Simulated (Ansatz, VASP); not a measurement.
**Li2S: VASP beside Ansatz**

```
CELL_PARAMETERS angstrom
0.00000 2.81655 2.81655
2.81655 0.00000 2.81655
2.81655 2.81655 0.00000
ATOMIC_POSITIONS crystal
S 0.00000 0.00000 0.00000
Li 0.25000 0.25000 0.25000
Li 0.75000 0.75000 0.75000
```

Alike in both runs: task single point; functional r2SCAN; k mesh 6 × 6 × 6; no spin polarisation.

|  | VASP | Ansatz |
| --- | --- | --- |
| version | VASP 6.6.1 | Ansatz 0.2.0 |
| potentials or method | VASP PAW PBE potentials, release 64 (S, Li_sv) | plane waves, PAW |
| plane-wave cutoff (eV) | 830 | 500 |
| occupations | gaussian, width 0.01 eV | fixed |
| valence electrons in the cell | 12 | 12 |

```tsv
	VASP	Ansatz	Ansatz less VASP
gap on the k mesh at the Fermi level (eV)	3.84	3.85	+0.016
pressure (GPa)	1.2	1.4	+0.21
```

VASP's potentials were made for PBE, not for r2SCAN.
